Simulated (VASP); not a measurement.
A run of VASP 6.6.1 is set up as follows.

INCAR

```
SYSTEM = AlN
PREC = Accurate ; ENCUT = 600
EDIFF = 1E-6 ; ISMEAR = 0
SIGMA = 0.02 ; LREAL = .False.
LASPH = .True. ; NELM = 120
ALGO = Normal ; ISIF = 2
LWAVE = .False. ; LCHARG = .False.
GGA = PS ; NBANDS = 11
GGA_COMPAT = .False.
```

KPOINTS

```
Automatic mesh
0
Gamma
  10 10 10
  0 0 0
```

The input POSCAR:

```
AlN
1.0
    0.0000000000      1.9599947150      1.9599947150
    1.9599947150      0.0000000000      1.9599947150
    1.9599947150      1.9599947150      0.0000000000
Al N
1 1
Direct
    0.5000000000      0.5000000000      0.5000000000
    0.0000000000      0.0000000000      0.0000000000
```

Potentials or basis: VASP PAW PBE potentials, release 64 (Al, N).

Run with:

```bash
$ cat potpaw_PBE.64/Al/POTCAR potpaw_PBE.64/N/POTCAR > POTCAR
$ mpirun -np 1 vasp_std > vasp.out
```

(1) Predict the pressure.

(2) Predict the band gap on the k mesh.

Results:

(1) 29.7 GPa.

(2) 4.96 eV (least direct gap 7.07 eV).

Caveat: the cell stands under pressure; the PAW data sets were made with another functional, which shifts forces and pressure a little.
